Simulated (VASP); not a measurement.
A run of VASP 6.6.1:

Contents of POSCAR:

```
HfMoC2
1.0
    3.1914230000      0.0000000000      0.0000000000
    0.0000000000      3.1914230000      0.0000000000
    0.0000000000      0.0000000000      4.4851640000
Hf Mo C
1 1 2
Direct
    0.0000000000      0.0000000000      0.0000000000
    0.5000000000      0.5000000000      0.5000000000
    0.5000000000      0.5000000000      0.0000000000
    0.0000000000      0.0000000000      0.5000000000
```

File INCAR.step1:

```
ALGO = Normal ; EDIFF = 1E-4
ENCUT = 520 ; GGA = PE
ISMEAR = -1 ; LASPH = True
LCHARG = False ; LREAL = False
LWAVE = True ; NBANDS = 24
NELM = 60 ; PREC = Accurate
SIGMA = 0.05
```

INCAR.step2

```
ALGO = Normal ; EDIFF = 1E-6
ENCUT = 520 ; ISIF = 2
ISMEAR = -1 ; ISTART = 1
LASPH = True ; LCHARG = True
LELF = True ; LMIXTAU = True
LREAL = False ; LVHAR = True
LWAVE = False ; METAGGA = R2SCAN
NBANDS = 24 ; NELM = 60
PREC = Accurate ; SIGMA = 0.05
```

KPOINTS

```
k-points
0
Gamma
  8 8 6
```

Potentials or basis: VASP PAW PBE potentials, release 64 (Hf_pv, Mo_sv, C).

The run is started by

```bash
$ cat potpaw_PBE.64/Hf_pv/POTCAR potpaw_PBE.64/Mo_sv/POTCAR potpaw_PBE.64/C/POTCAR > POTCAR
$ cp INCAR.step1 INCAR
$ mpirun -np 1 vasp_std > vasp.out
$ cp INCAR.step2 INCAR
$ mpirun -np 1 vasp_std > vasp.out
```

Hardware: 1 thread of AMD EPYC 7R43 64-Core Processor (Zen 3), with other jobs on the host.

Problem. How long does it take, and how much memory?

Solution. Wall time 3.6 min on 1 thread of AMD EPYC 7R43 64-Core Processor (Zen 3), on a shared host, peak memory 0.17 GiB. Counts: k points 60.
